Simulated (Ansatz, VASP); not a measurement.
# One calculation of Cu, two programs

File INCAR:

```
ALGO = Normal
EDIFF = 1E-6
ENCUT = 600
GGA = PE
GGA_COMPAT = F
ISIF = 2
ISMEAR = -1
LASPH = T
LCHARG = F
LREAL = F
LWAVE = F
NBANDS = 12
NELM = 120
PREC = Accurate
SIGMA = 0.05
```

File KPOINTS:

```
k-points
0
Gamma
  11 11 11
```

Contents of POSCAR:

```
Cu
1.0
    0.0000000000      1.8075000000      1.8255750000
    1.8075000000      0.0000000000      1.8255750000
    1.8075000000      1.8075000000      0.0000000000
Cu
1
Direct
    0.0000000000      0.0000000000      0.0000000000
```

Contents of input.yaml:

```yaml
crystal:
  lattice:
    - [0.0, 1.8075, 1.825575]
    - [1.8075, 0.0, 1.825575]
    - [1.8075, 1.8075, 0.0]
  atoms:
    - { symbol: Cu, position: [0.0, 0.0, 0.0] }
hamiltonian:
  xc: pbe
  pseudopotentials: { kind: paw }
kpoints:
  mp_grid: { grid: [11, 11, 11] }
  band_path:
    path:
      - [[0.0, 0.0, 0.0], [0.0, 0.5, 0.5], [-0.2450740124, 0.5, 0.2549259876], [-0.3725370062, 0.3725370062, 0.0], [0.0, 0.0, 0.0], [0.5, 0.5, 0.0], [0.3725370062, 0.6274629938, 0.0], [0.0, 0.5, 0.0], [0.25, 0.75, 0.5], [0.5, 0.7549259876, 0.2549259876], [0.5, 0.5, 0.0]]
      - [[0.0, 0.5, 0.5], [0.25, 0.75, 0.5]]
    npoints: 14
scf:
  occupations: { method: fermi_dirac, width: 0.05 }
  n_extra_bands: 6
output:
  forces: true
  stress: true
  eigenvalues: true
  fatbands: true
  write_density: true
  write_potential: true
  elf: true
  volumetric_format: npy
```

Alike in both runs: functional PBE; k mesh 11 × 11 × 11; occupations fermi-dirac, width 0.05 eV; no spin polarisation.

|  | VASP | Ansatz |
| --- | --- | --- |
| version | VASP 6.6.1 | Ansatz 0.2.0 |
| potentials or method | VASP PAW PBE potentials, release 64 (Cu) | Ansatz PAW |
| plane-wave cutoff (eV) | 600 | 420 |
| valence electrons in the cell | 11 | 19 |
| task | single point | band structure |

```csv
,VASP,Ansatz,Ansatz less VASP
gap on the k mesh at the Fermi level (eV),none,none,-
pressure (GPa),0.6,0.1,-0.59
"traceless stress, the component that is largest in VASP (GPa)",-0.25,-0.21,+0.042
```

A gap of «none» marks a metal or a gap that the smearing closes. VASP's potentials hold 11 valence electrons a cell and Ansatz's 19, so a difference there can come from the potentials and not from the codes.
